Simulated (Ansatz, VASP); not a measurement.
ZnSe: VASP beside Ansatz

```
Zn Se
1.0
     0.00000    2.86643    2.86643
     2.86643    0.00000    2.86643
     2.86643    2.86643    0.00000
Zn Se
1 1
Direct
  0.00000 0.00000 0.00000
  0.25000 0.25000 0.25000
```

Alike in both runs: functional PBE; k mesh 8 × 8 × 8; occupations gaussian, width 0.02 eV; no spin polarisation.

Ansatz relaxed the structure, and its values are those at the end. VASP's run is a single point on that final structure, the one shown.

```csv
,VASP,Ansatz
version,VASP 6.6.1,Ansatz 0.2.0
potentials or method,"VASP PAW PBE potentials, release 64 (Zn, Se), cutoff 500 eV","scalar-relativistic, plane waves, PAW"
valence electrons in the cell,18,28
```

```tsv
	VASP	Ansatz	Ansatz less VASP
gap on the k mesh at the Fermi level (eV)	1.15	1.15	-0.001
least direct gap on the mesh (eV)	1.15	1.15	-0.001
pressure (GPa)	0.2	0.0	-0.20
```

VASP's potentials hold 18 valence electrons a cell and Ansatz's 28, so a difference there can come from the potentials and not from the codes.
